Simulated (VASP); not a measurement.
GaN (wurtzite), 4 atoms in the cell. The structure is hexagonal, space group P6_3mc (No. 186). Conventional cell: a = 3.218 Å, b = 3.218 Å, c = 5.243 Å, α = 90.00°, β = 90.00°, γ = 120.00°. Ga (site symmetry 3m) has 4 N at 1.97 to 1.98 Å within 2.6 Å. N (site symmetry 3m) has 4 Ga at 1.97 to 1.98 Å within 2.6 Å. 

```yaml
Program: VASP 6.6.1
Task: single point
Functional: PBE
Potentials_or_basis: VASP PAW PBE potentials, release 64 (Ga_d, N)
Cutoff: 520 eV
k_mesh: 9 × 9 × 6
Occupations: gaussian, width 0.01 eV
Spin: no spin polarisation
Dipole_correction: no
Further_INCAR_settings: ALGO = Normal; EDIFF = 1e-07; NBANDS = 26
```

Potentials or basis: VASP PAW PBE potentials, release 64 (Ga_d, N).

Launch:

```bash
$ cat potpaw_PBE.64/Ga_d/POTCAR potpaw_PBE.64/N/POTCAR > POTCAR
$ mpirun -np 1 vasp_std > vasp.out
```

Hardware: 1 thread of Intel(R) Xeon(R) 6975P-C (Granite Rapids) (shared host).

**Question.** How long does it take, and how much memory?

**Answer.** Wall time 24 s on 1 thread of Intel(R) Xeon(R) 6975P-C (Granite Rapids), on a shared host, peak memory 0.18 GiB. Counts: scf iterations 15, k points 48.
